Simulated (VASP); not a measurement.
Crystal: TiTe2.

```
Ti Te
1.0
     3.02557    0.00000    0.00000
     0.00000    3.02557    0.00000
     0.00000    0.00000    9.30163
Ti Te
1 2
Direct
  0.00000 0.00000 0.00000
  0.00000 0.00000 0.29431
  0.00000 0.00000 0.70569
```

Base run:

```yaml
Program: VASP 6.6.1
Functional: LDA
Potentials_or_basis: VASP PAW LDA potentials, release 64 (Ti_sv, Te)
Cutoff: 520 eV
k_mesh: 9 × 9 × 3
Occupations: fermi-dirac, width 0.05 eV
Spin: no spin polarisation
Hubbard_terms: Ti d U = 4.0 eV
```

Its results: band gap on the k mesh zero (band 12 reaches 8.28 eV, above the bottom of band 13 at 6.06 eV); pressure 0.7 GPa; largest force 0.031 eV/Å.

The run is repeated on the same cell with these changes: hubbard terms from Ti d U = 4.0 eV to Ti d U = 8.0 eV. What comes out?

Band gap on the k mesh zero (band 12 reaches 8.92 eV, above the bottom of band 13 at 6.28 eV); pressure 3.9 GPa; largest force 0.430 eV/Å.

Caveats: spin-orbit coupling is left out, which moves the levels of the heavy elements; U without spin polarisation on a metal has little footing; the U is typed as a test and isn't derived for this compound.
